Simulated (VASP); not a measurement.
Wanted: the native input for a VASP 6.6.1 run.

* Task: single point
* Functional: PBEsol
* Potentials or basis: VASP PAW PBE potentials, release 64 (C)
* Cutoff: 600 eV
* k mesh: 14 × 14 × 14
* Occupations: fermi-dirac, width 0.15 eV
* Spin: no spin polarisation
* Dipole correction: no
* Further INCAR settings: ALGO = Normal; EDIFF = 1e-06; NBANDS = 11

The structure of C lies in POSCAR:

```
C
1.0
    1.1965268020      0.6908150748      3.2611525072
   -1.1965268020      0.6908150748      3.2611525072
    0.0000000000     -1.3816301399      3.2611525072
C
2
Direct
    0.8360000000      0.8360000000      0.8360000000
    0.1640000000      0.1640000000      0.1640000000
```

These files were run (other wordings do the same):

INCAR

```
PREC = Accurate
ENCUT = 600
EDIFF = 1E-6
ISMEAR = -1
SIGMA = 0.15
LREAL = F
LASPH = T
NELM = 120
ALGO = Normal
ISIF = 2
LWAVE = F
LCHARG = T
GGA = PS
LELF = T
LVHAR = T
NBANDS = 11
GGA_COMPAT = F
```

KPOINTS

```
Automatic mesh
0
Gamma
  14 14 14
```

Potentials or basis: VASP PAW PBE potentials, release 64 (C).

The run is started by

```bash
$ cat potpaw_PBE.64/C/POTCAR > POTCAR
$ mpirun -np 1 vasp_std > vasp.out
```

It gave:

```json
{
  "Pressure": "27.0 GPa",
  "Largest force": "0.817 eV/Å",
  "Band gap on the k mesh": "0.55 eV, direct"
}
```

Caveat: the PAW data sets were made with another functional, which shifts forces and pressure a little.

Wall time 75 s on 1 thread of Intel Xeon 6975P-C, with other jobs on the host, peak memory 0.18 GiB.
